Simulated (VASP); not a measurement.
# AlN (P6_3/mmc) in VASP: notebook, part 2 of 2

VASP 6.6.1. Earlier steps stand in the parts before.

## 3. Single point, PBEsol

This run uses another cell than the first one, of 9.38 Å³/atom, 0.981 times its volume.

File INCAR:

```
PREC = Accurate
ENCUT = 520
EDIFF = 1E-6
ISMEAR = 0
SIGMA = 0.05
LREAL = False
LASPH = True
NELM = 100
ALGO = Normal
ISIF = 2
LWAVE = False
LCHARG = False
GGA = PS
NBANDS = 16
```

File KPOINTS:

```
regular mesh
0
Gamma
  9 9 6
```

File POSCAR:

```
AlN
1.0
    3.2025000000      0.0000000000      0.0000000000
   -1.6012500000      2.7734463556      0.0000000000
    0.0000000000      0.0000000000      4.2240000000
Al N
2 2
Direct
    0.3333333333      0.6666666667      0.7500000000
    0.6666666667      0.3333333333      0.2500000000
    0.3333333333      0.6666666667      0.2500000000
    0.6666666667      0.3333333333      0.7500000000
```

Potentials or basis: VASP PAW PBE potentials, release 64 (Al, N).

The run is started by

```
$ cat potpaw_PBE.64/Al/POTCAR potpaw_PBE.64/N/POTCAR > POTCAR
$ mpirun -np 1 vasp_std > vasp.out
```

OUTCAR:

```text
PREC = Accurate
   ENCUT = 520
   EDIFF = 1E-6
   ISMEAR = 0
   LREAL = False
   LASPH = True
   NELM = 100
   ISIF = 2
   GGA = PS

 ion  position               nearest neighbor table
   1  0.333  0.667  0.750-   4 1.85   4 1.85   4 1.85   3 2.11   3 2.11   2 2.81   2 2.81   2 2.81
                             2 2.81   2 2.81   2 2.81
   2  0.667  0.333  0.250-   3 1.85   3 1.85   3 1.85   4 2.11   4 2.11   1 2.81   1 2.81   1 2.81
                             1 2.81   1 2.81   1 2.81
   3  0.333  0.667  0.250-   2 1.85   2 1.85   2 1.85   1 2.11   1 2.11
[... 663 lines left out ...]
  -------------------------------------------------------------------------------------
  Total        3.9262252      3.9262252      0.5388238      0.0000000      0.0000000      0.0000000
  in kB      167.6690748    167.6690748     23.0104185      0.0000000      0.0000000      0.0000000
  external PRESSURE =     119.4495227 kB  Pullay stress =       0.0000000 kB

 VOLUME and BASIS-vectors are now :
 -----------------------------------------------------------------------------
  energy-cutoff  :      520.00
  volume of cell :       37.52
      direct lattice vectors                 reciprocal lattice vectors
     3.202500000  0.000000000  0.000000000     0.312256050  0.180281115  0.000000000
    -1.601250000  2.773446356  0.000000000     0.000000000  0.360562229  0.000000000
     0.000000000  0.000000000  4.224000000     0.000000000  0.000000000  0.236742424

 POSITION                                       TOTAL-FORCE (eV/Angst)
 -----------------------------------------------------------------------------------
     -0.00000      1.84896      3.16800         0.000000     -0.000000      0.000000
      1.60125      0.92448      1.05600        -0.000000      0.000000      0.000000
     -0.00000      1.84896      1.05600        -0.000000      0.000000      0.000000
      1.60125      0.92448      3.16800         0.000000     -0.000000      0.000000
 -----------------------------------------------------------------------------------
    total drift:                                0.000000     -0.000000      0.000000

  FREE ENERGIE OF THE ION-ELECTRON SYSTEM (eV)
  ---------------------------------------------------
  free  energy   TOTEN  =       -30.8360970425 eV

  energy  without entropy=      -30.8360970425  energy(sigma->0) =      -30.83609704
```

Wall time 16 s (1 thread of Intel Xeon 6975P-C, shared host); peak memory 0.16 GiB.

Results:

```
Free energy            : -30.8361 eV
Pressure               : 11.9 GPa
Band gap on the k mesh : 3.54 eV, direct
```

Levels at points of the mesh, in eV from the valence-band top:
| k point | band 5 | band 6 | band 7 | band 8 | band 9 | band 10 | band 11 | band 12 |
| --- | --- | --- | --- | --- | --- | --- | --- | --- |
| (0.00, 0.00, 0.00) | -3.46 | -1.95 | -1.95 | 0.00 | 3.54 | 4.90 | 8.59 | 8.59 |
| (0.00, 0.00, 0.50) | -2.74 | -2.74 | -2.74 | -2.74 | 5.87 | 5.87 | 8.79 | 8.79 |

Caveat: the PAW data sets were made with another functional, which shifts forces and pressure a little.

## 4. Single point, PBEsol

This run uses another cell than the first one, of 9.42 Å³/atom, 0.986 times its volume.

File INCAR:

```
SYSTEM = AlN
ALGO     = Normal         ! electronic algorithm
EDIFF    = 1E-7           ! SCF threshold, eV
ENCUT    = 520            ! plane-wave cutoff, eV
GGA      = PS             ! functional
ISIF     = 2              ! what is computed and relaxed
ISMEAR   = 0              ! smearing method
LASPH    = .TRUE.         ! aspherical terms in the spheres
LCHARG   = .FALSE.        ! write CHGCAR
LREAL    = .FALSE.        ! projectors in reciprocal space
LWAVE    = .FALSE.        ! write WAVECAR
NBANDS   = 16             ! bands
NELM     = 80             ! most SCF steps
PREC     = Accurate       ! precision mode
SIGMA    = 0.05           ! smearing width, eV
```

File KPOINTS:

```
k-points
0
G
  9 9 6
  0 0 0
```

File POSCAR:

```
AlN
1.0
    3.2421000000      0.0000000000      0.0000000000
   -1.6210500000      2.8077409616      0.0000000000
    0.0000000000      0.0000000000      4.1412155349
Al N
2 2
Direct
    0.3333333333      0.6666666667      0.7500000000
    0.6666666667      0.3333333333      0.2500000000
    0.3333333333      0.6666666667      0.2500000000
    0.6666666667      0.3333333333      0.7500000000
```

The run is started by

```
$ cat potpaw_PBE.64/Al/POTCAR potpaw_PBE.64/N/POTCAR > POTCAR
$ mpirun -np 1 vasp_std > vasp.out
```

Run time: 15 s. Hardware: 1 thread of Intel Xeon 6975P-C, shared host; peak memory 0.16 GiB.

The run converged. Its results:

```
Free energy            : -30.8993 eV
Pressure               : 9.0 GPa
Band gap on the k mesh : 3.56 eV, direct
```

Stress tensor (GPa, compression positive):
```
11.00  0.00  0.00
 0.00 11.00  0.00
 0.00  0.00  4.94
```

Levels at points of the mesh, in eV from the valence-band top:
| k point | band 6 | band 7 | band 8 | band 9 | band 10 | band 11 |
| --- | --- | --- | --- | --- | --- | --- |
| (0.00, 0.00, 0.00) | -1.78 | -1.78 | 0.00 | 3.56 | 4.79 | 8.45 |
| (0.00, 0.00, 0.50) | -2.65 | -2.65 | -2.65 | 5.88 | 5.88 | 8.61 |

Caveat: the PAW data sets were made with another functional, which shifts forces and pressure a little. A k mesh can miss the band edges.

## 5. Single point, PBEsol

This run uses another cell than the first one, of 9.51 Å³/atom, 0.995 times its volume.

File INCAR:

```
ALGO = Normal ; EDIFF = 1E-6
ENCUT = 520 ; GGA = PS
ISIF = 2 ; ISMEAR = 0
LASPH = True ; LCHARG = False
LREAL = False ; LWAVE = False
NBANDS = 16 ; NELM = 60
PREC = Accurate ; SIGMA = 0.05
```

File KPOINTS:

```
k-points
0
Gamma
  9 9 6
```

File POSCAR:

```
AlN
1.0
    3.3412000000      0.0000000000      0.0000000000
   -1.6706000000      2.8935640791      0.0000000000
    0.0000000000      0.0000000000      3.9342000000
Al N
2 2
Direct
    0.3333333333      0.6666666667      0.7500000000
    0.6666666667      0.3333333333      0.2500000000
    0.3333333333      0.6666666667      0.2500000000
    0.6666666667      0.3333333333      0.7500000000
```

The run is started by

```
$ cat potpaw_PBE.64/Al/POTCAR potpaw_PBE.64/N/POTCAR > POTCAR
$ mpirun -np 1 vasp_std > vasp.out
```

It took 22 s on 1 thread of Intel Xeon 6975P-C, shared host; peak memory 0.16 GiB.

It converged, with:

```yaml
Free_energy: -30.8545 eV
Pressure: 6.3 GPa
Band_gap_on_the_k_mesh: 3.69 eV, direct
```

Stress tensor (GPa, compression positive):
```
 1.02  0.00  0.00
 0.00  1.02  0.00
 0.00  0.00 16.76
```

Levels at points of the mesh, in eV from the valence-band top:
| k point | band 4 | band 5 | band 6 | band 7 | band 8 | band 9 | band 10 | band 11 | band 12 | band 13 |
| --- | --- | --- | --- | --- | --- | --- | --- | --- | --- | --- |
| (0.00, 0.00, 0.00) | -3.34 | -3.34 | -1.26 | -1.26 | 0.00 | 3.69 | 4.81 | 8.34 | 8.34 | 11.93 |
| (0.00, 0.00, 0.50) | -3.58 | -2.35 | -2.35 | -2.35 | -2.35 | 6.07 | 6.07 | 8.36 | 8.36 | 8.36 |

Caveat: the PAW data sets were made with another functional, which shifts forces and pressure a little. A k mesh can miss the band edges.

## 6. Summary

```csv
cell,gap on the mesh (eV),pressure (GPa)
"a = 3.282, b = 3.282, c = 4.100 Å, angles 90.0, 90.0, 120.0°, 4 atoms",3.51,4.8
"a = 3.203, b = 3.202, c = 4.224 Å, angles 90.0, 90.0, 120.0°, 4 atoms",3.54,11.9
"a = 3.242, b = 3.242, c = 4.141 Å, angles 90.0, 90.0, 120.0°, 4 atoms",3.56,9.0
"a = 3.341, b = 3.341, c = 3.934 Å, angles 90.0, 90.0, 120.0°, 4 atoms",3.69,6.3
```

Alike in all rows: task single point; level PBEsol; potentials or basis VASP PAW PBE potentials, release 64 (Al, N); no spin polarisation; k mesh 9 × 9 × 6; cutoff (eV) 520; smearing gaussian 0.05 eV.

Caveats: the PAW data sets were made with another functional, which shifts forces and pressure a little.

Total energies depend on the potentials used, so only differences within one code and one set of settings carry meaning.
